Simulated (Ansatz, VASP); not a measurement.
## V in VASP and in Ansatz

The input INCAR:

```
PREC     = Accurate       # precision mode
ENCUT    = 520            # plane-wave cutoff, eV
EDIFF    = 1E-7           # SCF threshold, eV
ISMEAR   = 0              # smearing method
SIGMA    = 0.05           # smearing width, eV
LREAL    = False          # projectors in reciprocal space
LASPH    = True           # aspherical terms in the spheres
NELM     = 150            # most SCF steps
ALGO     = Normal         # electronic algorithm
ISIF     = 2              # what is computed and relaxed
LWAVE    = False          # write WAVECAR
LCHARG   = False          # write CHGCAR
ISPIN    = 2              # spin polarisation
MAGMOM   = 1              # initial moments
LORBIT   = 11             # projections on sites
LMAXMIX  = 4              # l up to which the mixer works
NBANDS   = 16             # bands
```

KPOINTS

```
Automatic mesh
0
Gamma
  20 20 20
```

File POSCAR:

```
V
1.0
   -1.5100000000      1.5100000000      1.5100000000
    1.5100000000     -1.5100000000      1.5100000000
    1.5100000000      1.5100000000     -1.5100000000
V
1
Direct
    0.0000000000      0.0000000000      0.0000000000
```

Input for Ansatz:

```yaml
crystal:
  lattice:
    - [-1.51, 1.51, 1.51]
    - [1.51, -1.51, 1.51]
    - [1.51, 1.51, -1.51]
  atoms:
    - { symbol: V, position: [0.0, 0.0, 0.0], spin: 1.0 }
basis:
  ecutwfc: 600
  ecutrho_ratio: 5
kpoints:
  mp_grid: { grid: [20, 20, 20] }
hamiltonian:
  xc: lda
scf:
  occupations: { method: gaussian, width: 0.05 }
output:
  forces: true
  stress: true
  eigenvalues: true
  populations: true
magnetization:
  spin_polarized: true
```

Alike in both runs: task single point; functional LDA; k mesh 20 × 20 × 20; occupations gaussian, width 0.05 eV; collinear spin.

```csv
,VASP,Ansatz
version,VASP 6.6.1,Ansatz 0.2.0
potentials or method,"VASP PAW LDA potentials, release 64 (V_sv), cutoff 520 eV","scalar-relativistic, plane waves, PAW"
valence electrons in the cell,13,13
```

|  | VASP | Ansatz | Ansatz less VASP |
| --- | --- | --- | --- |
| pressure (GPa) | -16.2 | -16.6 | -0.39 |
| net moment per atom (μB) | 0.00 | 0.00 | 0.000 |

LDA's correlation is that of Perdew and Zunger in VASP and of Perdew and Wang (1992) in Ansatz. Ansatz's warnings: seeded moment not kept.
